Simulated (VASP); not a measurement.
Input of a VASP 6.6.1 run:

The input POSCAR:

```
Zn
1.0
   -1.5315323330      1.5315323330      1.5315323330
    1.5315323330     -1.5315323330      1.5315323330
    1.5315323330      1.5315323330     -1.5315323330
Zn
1
Direct
    0.0000000000      0.0000000000      0.0000000000
```

Contents of INCAR.step1:

```
SYSTEM = Zn
  PREC = Accurate
  ENCUT = 520
  ISMEAR = 0
  SIGMA = 0.1
  LREAL = .False.
  LASPH = .True.
  NELM = 80
  NBANDS = 12
  GGA = PE
  ALGO = Normal
  EDIFF = 1E-4
  LWAVE = .True.
  LCHARG = .False.
```

The input INCAR.step2:

```
SYSTEM = Zn
  PREC = Accurate
  ENCUT = 520
  EDIFF = 1E-6
  ISMEAR = 0
  SIGMA = 0.1
  LREAL = .False.
  LASPH = .True.
  NELM = 80
  ALGO = Normal
  ISIF = 2
  LWAVE = .False.
  LCHARG = .True.
  METAGGA = R2SCAN
  LMIXTAU = .True.
  LELF = .True.
  LVHAR = .True.
  NBANDS = 12
  ISTART = 1
```

KPOINTS

```
regular mesh
0
Gamma
  11 11 11
  0 0 0
```

Potentials or basis: VASP PAW PBE potentials, release 64 (Zn).

Launch:

```bash
$ cat potpaw_PBE.64/Zn/POTCAR > POTCAR
$ cp INCAR.step1 INCAR
$ mpirun -np 1 vasp_std > vasp.out
$ cp INCAR.step2 INCAR
$ mpirun -np 1 vasp_std > vasp.out
```

(1) What does it give for the pressure?

(2) Estimate the band gap on the k mesh.

## Answers

(1) 0.5 GPa.

(2) zero (band 6 reaches 6.90 eV, above the bottom of band 7 at 2.83 eV).

Caveat: the PAW data sets were made with another functional, which shifts forces and pressure a little.
